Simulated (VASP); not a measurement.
# SiSe (P-6m2) in VASP: further runs

SiSe is run at these levels: PBE; tasks: single point.

All numbers are computed with VASP 6.6.1; they aren't measurements. Logs are shortened: lines on timing, memory, paths and dates and some standing lists are left out, and cuts for length are marked.

### 1 The cell of the first run

The structure is hexagonal, space group P-6m2 (No. 187). The conventional cell has a = 3.631 Å, b = 3.631 Å, c = 3.599 Å, α = 90.00°, β = 90.00°, γ = 120.00°. Si (site symmetry -6m2) has 6 Se at 2.76 Å and 2 Si at 3.60 Å within 3.6 Å. Within 3.6 Å of Se (site symmetry -6m2) lie 6 Si at 2.76 Å and 2 Se at 3.60 Å.

### 2 Single point, PBE

INCAR

```
SYSTEM = SiSe
PREC = Accurate ; ENCUT = 500
EDIFF = 1E-6 ; ISMEAR = -1
SIGMA = 0.05 ; LREAL = .False.
LASPH = .True. ; NELM = 120
ALGO = Normal ; ISIF = 2
LWAVE = .False. ; LCHARG = .False.
GGA = PE ; NBANDS = 12
GGA_COMPAT = .False.
```

KPOINTS

```
Automatic mesh
0
Gamma
  7 7 6
  0 0 0
```

POSCAR

```
SiSe
1.0
    3.6311520000      0.0000000000      0.0000000000
   -1.8155760000      3.1446653000      0.0000000000
    0.0000000000      0.0000000000      3.5987300000
Si Se
1 1
Direct
    0.6666700000      0.3333300000      0.5000000000
    0.0000000000      0.0000000000      0.0000000000
```

Potentials or basis: VASP PAW PBE potentials, release 64 (Si, Se).

On the command line:

```console
cat potpaw_PBE.64/Si/POTCAR potpaw_PBE.64/Se/POTCAR > POTCAR
mpirun -np 1 vasp_std > vasp.out
```

OUTCAR:

```text
SYSTEM = SiSe
   PREC = Accurate
   ENCUT = 500
   EDIFF = 1E-6
   ISMEAR = -1
   LREAL = .False.
   LASPH = .True.
   NELM = 120
   ISIF = 2
   GGA = PE

 ion  position               nearest neighbor table
   1  0.667  0.333  0.500-   2 2.76   2 2.76   2 2.76   2 2.76   2 2.76   2 2.76
   2  0.000  0.000  0.000-   1 2.76   1 2.76   1 2.76   1 2.76   1 2.76   1 2.76

  LATTYP: Found a hexagonal cell.
 ALAT       =     3.6311520000
 C/A-ratio  =     0.9910711532

  Lattice vectors:

 A1 = (   3.6311520000,   0.0000000000,   0.0000000000)
 A2 = (  -1.8155760000,   3.1446653000,   0.0000000000)
 A3 = (   0.0000000000,   0.0000000000,   3.5987300000)

Analysis of symmetry for initial positions (statically):
=====================================================================
 Subroutine PRICEL returns:
 Original cell was already a primitive cell.

 Routine SETGRP: Setting up the symmetry group for a
 hexagonal supercell.

 Subroutine GETGRP returns: Found  4 space group operations
 (whereof  4 operations were pure point group operations)
 out of a pool of 24 trial point group operations.

The static configuration has the point symmetry C_2v.

Analysis of symmetry for dynamics (positions and initial velocities):
=====================================================================
 Subroutine PRICEL returns:
 Original cell was already a primitive cell.

 Routine SETGRP: Setting up the symmetry group for a
 hexagonal supercell.

 Subroutine GETGRP returns: Found  4 space group operations
 (whereof  4 operations were pure point group operations)
 out of a pool of 24 trial point group operations.

The dynamic configuration has the point symmetry C_2v.

 Subroutine INISYM returns: Found  4 space group operations
 (whereof  4 operations are pure point group operations),
 and found     1 'primitive' translations

----------------------------------------------------------------------------------------

                                     Primitive cell

  volume of cell :      41.0930

  direct lattice vectors                    reciprocal lattice vectors
     3.631152000  0.000000000  0.000000000     0.275394696  0.158999433  0.000000000
    -1.815576000  3.144665300  0.000000000     0.000000000  0.317998866  0.000000000
     0.000000000  0.000000000  3.598730000     0.000000000  0.000000000  0.277875806

  length of vectors
     3.631152000  3.631148036  3.598730000     0.317998519  0.317998866  0.277875806

  position of ions in fractional coordinates (direct lattice)
     0.666670000  0.333330000  0.500000000
     0.000000000  0.000000000  0.000000000

  ion indices of the primitive-cell ions
   primitive index   ion index
                 1           1
                 2           2

----------------------------------------------------------------------------------------

 KPOINTS: Automatic mesh

Automatic generation of k-mesh.
 Grid dimensions read from file:
 generate k-points for:    7    7    6

 Generating k-lattice:

  Cartesian coordinates                     Fractional coordinates (reciprocal lattice)
     0.039342099  0.022714205  0.000000000     0.142857143  0.000000000  0.000000000
     0.000000000  0.045428409  0.000000000     0.000000000  0.142857143  0.000000000
     0.000000000  0.000000000  0.046312634     0.000000000  0.000000000  0.166666667

  Length of vectors
     0.045428360  0.045428409  0.046312634

  Shift w.r.t. Gamma in fractional coordinates (k-lattice)
     0.000000000  0.000000000  0.000000000

 Subroutine IBZKPT returns following result:
 ===========================================

 Found     64 irreducible k-points:

 Following reciprocal coordinates:
            Coordinates               Weight
  0.000000  0.000000  0.000000      1.000000
  0.142857  0.000000  0.000000      4.000000
 -0.142857  0.142857  0.000000      2.000000
  0.285714  0.000000  0.000000      4.000000
 -0.285714  0.285714  0.000000      2.000000
  0.428571  0.000000  0.000000      4.000000
[... 16 lines left out ...]
 -0.428571  0.428571  0.166667      4.000000
  0.142857  0.142857  0.166667      4.000000
 [... further k-points ...]
   k-points           NKPTS =     64   k-points in BZ     NKDIM =     64   number of bands    NBANDS=     12
   number of dos      NEDOS =    301   number of ions     NIONS =      2
   total plane-waves  NPLWV =  21952
   dimension x,y,z NGX =    28 NGY =   28 NGZ =   28
   dimension x,y,z NGXF=    56 NGYF=   56 NGZF=   56
   ions per type =               1   1
   NGX,Y,Z   is equivalent  to a cutoff of  12.82, 12.82, 12.93 a.u.
   NGXF,Y,Z  is equivalent  to a cutoff of  25.64, 25.64, 25.87 a.u.
 SYSTEM =  SiSe
   PREC   = accura    normal or accurate (medium, high low for compatibility)
   ISTART =      0    job   : 0-new  1-cont  2-samecut
   ICHARG =      2    charge: 1-file 2-atom 10-const
   ISPIN  =      1    spin polarized calculation?
   LNONCOLLINEAR =      F non collinear calculations
   LSORBIT =      F    spin-orbit coupling
   LASPH  =      T    aspherical Exc in radial PAW
   ENCUT  =  500.0 eV  36.75 Ry    6.06 a.u.   6.62  6.62  6.56*2*pi/ulx,y,z
   NELM   =    120;   NELMIN=  2; NELMDL= -5     # of ELM steps
   EDIFF  = 0.1E-05   stopping-criterion for ELM
   LREAL  =      F    real-space projection
   EDIFFG = 0.1E-04   stopping-criterion for IOM
   NSW    =      0    number of steps for IOM
   IBRION =     -1    ionic relax: 0-MD 1-quasi-New 2-CG
   NFREE  =      0    steps in history (QN), initial steepest desc. (CG)
   ISIF   =      2    stress and relaxation
   ISYM   =      2    0-nonsym 1-usesym 2-fastsym
   POTIM  = 0.5000    time-step for ionic-motion
   TEBEG  =    0.0;   TEEND  =   0.0 temperature during run
   PSTRESS=    0.0 pullay stress
   NELECT =      10.0000    total number of electrons
   NUPDOWN=      -1.0000    fix difference up-down
   EMIN   =  10.00;   EMAX   =-10.00  energy-range for DOS
   EFERMI =   0.00;   METHOD = LEGACY
   ISMEAR =    -1;   SIGMA  =   0.05  broadening in eV -4-tet -1-fermi 0-gaus
   EFERMI_NEDOS =   21; number of points for ismear=-14 and -15
   IALGO  =     38    algorithm
   IMIX   =      4    mixing-type and parameters
     AMIX     =   0.40;   BMIX     =  1.00
     AMIX_MAG =   1.60;   BMIX_MAG =  1.00
  volume/ion in A,a.u.               =      20.55       138.65
  Fermi-wavevector in a.u.,A,eV,Ry     =   1.022081  1.931454 14.213330  1.044650
  Thomas-Fermi vector in A             =   2.155741
   LORBIT       =      0    0 simple, 1 ext, 2 COOP (PROOUT), +10 PAW based schemes
   GGA     = PE    functional components
   LHFCALC =     F    Hartree Fock is set to
   AEXX    =    0.0000 exact exchange contribution
   IVDW    =     0    specifies the selected vdW correction
   LEPSILON=     F    determine dielectric tensor
   LRPA    =     F    only Hartree local field effects (RPA)
 non-spin polarized calculation
  energy-cutoff  :      500.00
  volume of cell :       41.09
 maximum number of plane-waves:      1070
   NGX = 13   NGY = 13   NGZ = 13

 number of electron      10.0000000 magnetization

 number of electron       9.9999999 magnetization

 Free energy of the ion-electron system (eV)
  ---------------------------------------------------
  ext. energy  EPLUGINS =         0.00000000
  ---------------------------------------------------
  free energy    TOTEN  =        -8.42321090 eV

  energy without entropy =       -8.41914783  energy(sigma->0) =       -8.42117936

 E-fermi :   5.8120     XC(G=0): -10.0104

 val. band max:        5.7738574666   @ k =   0.1429   0.0000   0.5000
 cond. band min:       5.8720675389   @ k =   0.0000   0.0000   0.3333
 fundamental gap:      0.0982100723
 Fermi energy:         5.8119954668

 k-point     1 :       0.0000    0.0000    0.0000
  band No.  band energies     occupation
      1      -9.1910      2.00000
      2       1.1782      2.00000
      3       2.4043      2.00000
      4       4.0966      2.00000
      5       4.0967      2.00000
      6       8.7328      0.00000
      7       8.7329      0.00000
      8       9.4517      0.00000
      9      12.5096      0.00000
     10      13.8580      0.00000
     11      16.5132      0.00000
     12      16.5134      0.00000

 k-point     2 :       0.1429    0.0000    0.0000
  band No.  band energies     occupation
      1      -8.9846      2.00000
      2       0.4138      2.00000
      3       2.6267      2.00000
      4       3.6945      2.00000
      5       4.0150      2.00000
      6       8.0783      0.00000
      7       9.4010      0.00000
      8      10.5881      0.00000
      9      11.4675      0.00000
     10      14.2036      0.00000
     11      16.3381      0.00000
     12      16.5144      0.00000

 k-point     3 :      -0.1429    0.1429    0.0000
  band No.  band energies     occupation
      1      -8.9846      2.00000
      2       0.4137      2.00000
      3       2.6267      2.00000
      4       3.6945      2.00000
      5       4.0150      2.00000
      6       8.0783      0.00000
      7       9.4010      0.00000
      8      10.5881      0.00000
      9      11.4675      0.00000
     10      14.2035      0.00000
     11      16.3382      0.00000
     12      16.5145      0.00000
[... 286 lines left out ...]
 k-point    23 :      -0.4286    0.4286    0.1667
  band No.  band energies     occupation
      1      -7.6614      2.00000
      2      -2.2821      2.00000
      3       1.8508      2.00000
      4       2.8599      2.00000
      5       4.8351      2.00000
      6       6.1167      0.00450
      7       9.9242      0.00000
      8      10.0417      0.00000
      9      11.6670      0.00000
     10      15.0296      0.00000
     11      16.3782      0.00000
     12      17.3359      0.00000

 k-point    24 :       0.1429    0.1429    0.1667
  band No.  band energies     occupation
      1      -8.3967      2.00000
      2      -0.9874      2.00000
      3       1.6382      2.00000
      4       2.9349      2.00000
      5       6.1132      0.00483
      6       7.6826      0.00000
      7       8.8240      0.00000
      8      10.1553      0.00000
      9      12.0910      0.00000
     10      13.9546      0.00000
     11      14.9372      0.00000
     12      17.3791      0.00000

 [... further k-points ...]
[... 5 lines left out ...]
  --------------------------------------------------------------------------------------
  -------------------------------------------------------------------------------------
  Total       -0.3999535     -0.3999374     -0.2789441      0.0000129      0.0000000      0.0000000
  in kB      -15.5938003    -15.5931724    -10.8757592      0.0005045      0.0000000      0.0000000
  external PRESSURE =     -14.0209106 kB  Pullay stress =       0.0000000 kB

 VOLUME and BASIS-vectors are now :
 -----------------------------------------------------------------------------
  energy-cutoff  :      500.00
  volume of cell :       41.09
      direct lattice vectors                 reciprocal lattice vectors
     3.631152000  0.000000000  0.000000000     0.275394696  0.158999433  0.000000000
    -1.815576000  3.144665300  0.000000000     0.000000000  0.317998866  0.000000000
     0.000000000  0.000000000  3.598730000     0.000000000  0.000000000  0.277875806

 POSITION                                       TOTAL-FORCE (eV/Angst)
 -----------------------------------------------------------------------------------
      1.81559      1.04821      1.79937        -0.000024      0.000014      0.000000
      0.00000      0.00000      0.00000         0.000024     -0.000014      0.000000
 -----------------------------------------------------------------------------------
    total drift:                                0.000005      0.000007     -0.000000

  FREE ENERGIE OF THE ION-ELECTRON SYSTEM (eV)
  ---------------------------------------------------
  free  energy   TOTEN  =        -8.4232108980 eV

  energy  without entropy=       -8.4191478273  energy(sigma->0) =       -8.42117936
```

Run time: 32 s. Hardware: 1 thread of Intel Xeon 8259CL, shared host; peak memory 0.17 GiB.

What came out:

```
Free energy            : -8.4232 eV
Pressure               : -1.4 GPa
Band gap on the k mesh : zero (band 5 reaches 7.31 eV, above the bottom of band 6 at 4.33 eV)
```

Stress tensor (GPa, compression positive):
```
-1.56  0.00  0.00
 0.00 -1.56  0.00
 0.00  0.00 -1.09
```

### 3 Single point, PBE

This run uses another cell than the first one, of 20.96 Å³/atom, 1.020 times its volume.

INCAR

```
SYSTEM = SiSe
PREC = Accurate
ENCUT = 500
EDIFF = 1E-6
ISMEAR = -1
SIGMA = 0.05
LREAL = .False.
LASPH = .True.
NELM = 120
ALGO = Normal
ISIF = 2
LWAVE = .False.
LCHARG = .False.
GGA = PE
NBANDS = 12
GGA_COMPAT = .False.
```

KPOINTS is that of step 2.

POSCAR

```
SiSe
1.0
    3.6671040000      0.0000000000      0.0000000000
   -1.8335520000      3.1758006000      0.0000000000
    0.0000000000      0.0000000000      3.5987300000
Si Se
1 1
Direct
    0.6666700000      0.3333300000      0.5000000000
    0.0000000000      0.0000000000      0.0000000000
```

Potentials or basis: VASP PAW PBE potentials, release 64 (Si, Se).

On the command line:

```console
cat potpaw_PBE.64/Si/POTCAR potpaw_PBE.64/Se/POTCAR > POTCAR
mpirun -np 1 vasp_std > vasp.out
```

It took 32 s on 1 thread of Intel Xeon 8259CL, shared host; peak memory 0.17 GiB.

Results (log left out):

```yaml
Free_energy: -8.4133 eV
Pressure: -2.1 GPa
Band_gap_on_the_k_mesh: zero (band 5 reaches 6.96 eV, above the bottom of band 6 at 4.20 eV)
```

Stress tensor (GPa, compression positive):
```
-2.30  0.00  0.00
 0.00 -2.30  0.00
 0.00  0.00 -1.62
```

Levels at points of the mesh, in eV from the Fermi level:
```tsv
k point	band 1	band 2	band 3	band 4	band 5	band 6	band 7	band 8	band 9	band 10
(0.00, 0.00, 0.00)	-14.86	-4.67	-3.24	-1.75	-1.75	2.85	2.85	3.68	6.56	7.95
(0.00, 0.00, 0.50)	-13.71	-9.42	-0.69	-0.69	1.37	1.91	2.67	2.67	7.38	7.38
```
